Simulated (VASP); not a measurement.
# Ag: single point with LDA

Crystal: Ag.

```xyz
1
Lattice="-1.6557 1.6557 1.7384 1.6557 -1.6557 1.7384 1.6557 1.6557 -1.7384" Properties=species:S:1:pos:R:3 pbc="T T T"
Ag    0.0000    0.0000    0.0000
```

This cell differs from its parent crystal: strain +0.000 along x and y, +0.050 along z.

```yaml
Program: VASP 6.6.1
Task: single point
Functional: LDA
Potentials_or_basis: VASP PAW LDA potentials, release 64 (Ag)
Cutoff: 520 eV
k_mesh: 20 × 20 × 20
Occupations: gaussian, width 0.15 eV
Spin: no spin polarisation
```

```
Pressure               : -13.9 GPa
Band gap on the k mesh : zero (an odd number of electrons rules out a gap without spin polarisation)
```

Stress tensor (GPa, compression positive):
```
-14.10   0.00   0.00
  0.00 -14.10   0.00
  0.00   0.00 -13.57
```

Levels at points of the mesh, in eV from the Fermi level:
| k point | band 2 | band 3 | band 4 | band 5 | band 6 | band 7 | band 8 | band 9 | band 10 | band 11 |
| --- | --- | --- | --- | --- | --- | --- | --- | --- | --- | --- |
| (0.00, 0.00, 0.00) | -4.57 | -4.57 | -4.39 | -3.50 | -3.30 | 17.05 | 17.76 | 17.76 | 21.28 | 22.45 |
| (0.50, 0.00, 0.00) | -5.09 | -3.56 | -3.28 | -2.57 | 0.06 | 3.35 | 13.15 | 13.70 | 18.95 | 19.99 |
| (0.50, 0.50, 0.00) | -5.31 | -3.31 | -3.23 | -2.53 | 0.32 | 3.79 | 12.35 | 12.68 | 18.17 | 18.89 |
| (0.50, 0.50, 0.50) | -5.68 | -2.80 | -2.74 | -2.74 | 5.63 | 6.93 | 6.93 | 10.78 | 12.62 | 13.07 |

It took 2.3 min on 1 thread of Intel Xeon 8259CL, with other jobs on the host, peak memory 0.25 GiB.

Caveat: the cell differs from its parent crystal (strain +0.000 along x and y, +0.050 along z); the cell stands under tension.
